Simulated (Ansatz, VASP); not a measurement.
**Cd2S in VASP and in Ansatz**

```
CELL_PARAMETERS angstrom
-2.47366 2.47366 3.73102
2.47366 -2.47366 3.73102
2.47366 2.47366 -3.73102
ATOMIC_POSITIONS crystal
Cd 0.67430 0.67430 0.00000
Cd 0.32570 0.32570 0.00000
S 0.00000 0.00000 0.00000
```

Alike in both runs: functional PBE; k mesh 6 × 6 × 6; occupations gaussian, width 0.1 eV; no spin polarisation.

Ansatz relaxed the structure, and its values are those at the end. VASP's run is a single point on that final structure, the one shown.

```csv
,VASP,Ansatz
version,VASP 6.6.1,Ansatz 0.2.0
potentials or method,"VASP PAW PBE potentials, release 64 (Cd_sv_GW, S), cutoff 630 eV","scalar-relativistic, plane waves, PAW"
valence electrons in the cell,46,46
```

```csv
,VASP,Ansatz,Ansatz less VASP
gap on the k mesh at the Fermi level (eV),0.33,0.34,+0.003
least direct gap on the mesh (eV),0.33,0.34,+0.003
pressure (GPa),0.1,0.3,+0.14
rms of the force components (eV/Å),0.004,0.002,-0.0018
```
